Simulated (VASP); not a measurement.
CdF2, 3 atoms in the cell. The structure is trigonal, space group R-3m (No. 166). The conventional cell has a = 3.829 Å, b = 3.829 Å, c = 9.239 Å, α = 90.00°, β = 90.00°, γ = 120.00°. Within 3.1 Å of Cd (site symmetry -3m) lie 8 F at 2.31 to 2.34 Å. F (site symmetry 3m) has 4 Cd at 2.31 to 2.34 Å and 6 F at 2.69 Å within 3.1 Å.  This cell differs from its parent crystal: equal xy, yz and zx shear strains of -1 %.

```yaml
Program: VASP 6.6.1
Task: single point
Functional: LDA
Potentials_or_basis: VASP PAW LDA potentials, release 64 (Cd, F)
Cutoff: 520 eV
k_mesh: 8 × 8 × 8
Occupations: fermi-dirac, width 0.02 eV
Spin: no spin polarisation
Dipole_correction: no
Further_INCAR_settings: ALGO = Normal; EDIFF = 1e-06; NBANDS = 20
```

Potentials or basis: VASP PAW LDA potentials, release 64 (Cd, F).

Run with:

```bash
$ cat potpaw_LDA.64/Cd/POTCAR potpaw_LDA.64/F/POTCAR > POTCAR
$ mpirun -np 1 vasp_std > vasp.out
```

Hardware: 1 thread of Intel Xeon 8259CL, on a shared host.

Problem. How long does it take, and how much memory?

Solution. Wall time 64 s on 1 thread of Intel Xeon 8259CL, with other jobs on the host, peak memory 0.17 GiB. Counts: scf iterations 13, k points 65.
